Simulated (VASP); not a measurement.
Runs of VASP 6.6.1 on Fe. The structure is that of space group Fd-3m (No. 227), or close to it. The cells are those of the table. 

```csv
task,cell,k mesh,cutoff (eV),gap on the mesh (eV),pressure (GPa),relaxed volume (Å³/atom)
relaxation of cell and atoms,"relaxed from a = 3.360 Å, angles 60.0°, 2 atoms",6 × 6 × 6,600,none,-0.1,14.33
relaxation of cell and atoms,"relaxed from a = 3.446 Å, angles 60.0°, 2 atoms",14 × 14 × 14,600,none,-0.1,14.32
single point,"a = 3.446 Å, angles 60.0°, 2 atoms",14 × 14 × 14,520,none,-1.5,-
single point,"a = 3.446 Å, angles 60.0°, 2 atoms",6 × 6 × 6,520,none,(a),-
```

Alike in all rows: level PBE; potentials or basis VASP PAW PBE potentials, release 64 (Fe); no spin polarisation; smearing gaussian 0.1 eV.

Problem. Fill in the values left out.

Solution. (a) -1.4.

Caveats: some runs use coarse meshes; the run has no spin polarisation, though such a crystal can be magnetic.

A gap of «none» marks levels without a gap at the run's occupations.
